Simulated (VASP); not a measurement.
Input of a VASP 6.6.1 run:

File INCAR:

```
PREC = Accurate ; ENCUT = 520
EDIFF = 1E-6 ; ISMEAR = -1
SIGMA = 0.05 ; LREAL = F
LASPH = T ; NELM = 80
ALGO = Normal ; ISIF = 2
LWAVE = F ; LCHARG = T
GGA = PE ; LELF = T
LVHAR = T ; NBANDS = 20
```

Contents of KPOINTS:

```
regular mesh
0
Gamma
  6 6 6
```

The input POSCAR:

```
Na3Al
1.0
    0.0000000000      3.8834440475      3.8834440475
    3.8834440475      0.0000000000      3.8834440475
    3.8834440475      3.8834440475      0.0000000000
Al Na
1 3
Direct
    0.0000000000      0.0000000000      0.0000000000
    0.5000000000      0.5000000000      0.5000000000
    0.7500000000      0.7500000000      0.7500000000
    0.2500000000      0.2500000000      0.2500000000
```

Potentials or basis: VASP PAW PBE potentials, release 64 (Al, Na_pv).

Launch:

```console
$ cat potpaw_PBE.64/Al/POTCAR potpaw_PBE.64/Na_pv/POTCAR > POTCAR
$ mpirun -np 1 vasp_std > vasp.out
```

(1) Predict the pressure.

(2) What does it give for the band gap on the k mesh?

Results:

(1) -0.4 GPa.

(2) zero (band 12 reaches 2.37 eV, above the bottom of band 13 at 0.50 eV).
